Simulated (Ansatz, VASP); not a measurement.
SrTa3: VASP beside Ansatz

```xyz
4
Lattice="4.4326 0.0000 0.0000 0.0000 4.4326 0.0000 0.0000 0.0000 4.4326" Properties=species:S:1:pos:R:3 pbc="T T T"
Sr    0.0000    0.0000    0.0000
Ta    0.0000    2.2163    2.2163
Ta    2.2163    0.0000    2.2163
Ta    2.2163    2.2163    0.0000
```

Alike in both runs: functional PBE; k mesh 4 × 4 × 4; occupations gaussian, width 0.1 eV; no spin polarisation.

Ansatz relaxed the structure, and its values are those at the end. VASP's run is a single point on that final structure, the one shown.

|  | VASP | Ansatz |
| --- | --- | --- |
| version | VASP 6.6.1 | Ansatz 0.2.0 |
| potentials or method | VASP PAW PBE potentials, release 64 (Sr_sv, Ta_pv), cutoff 520 eV | scalar-relativistic, plane waves, PAW |
| valence electrons in the cell | 43 | 49 |

Ansatz gave:

```
gap on the k mesh at the Fermi level (eV) : none
pressure (GPa)                            : 0.1
```

Problem. Estimate VASP's values.

Solution. gap on the k mesh at the Fermi level (eV): none; pressure (GPa): 0.3.

A gap of «none» marks a metal or a gap that the smearing closes. VASP's potentials hold 43 valence electrons a cell and Ansatz's 49, so a difference there can come from the potentials and not from the codes.

Spin-orbit coupling is off throughout.
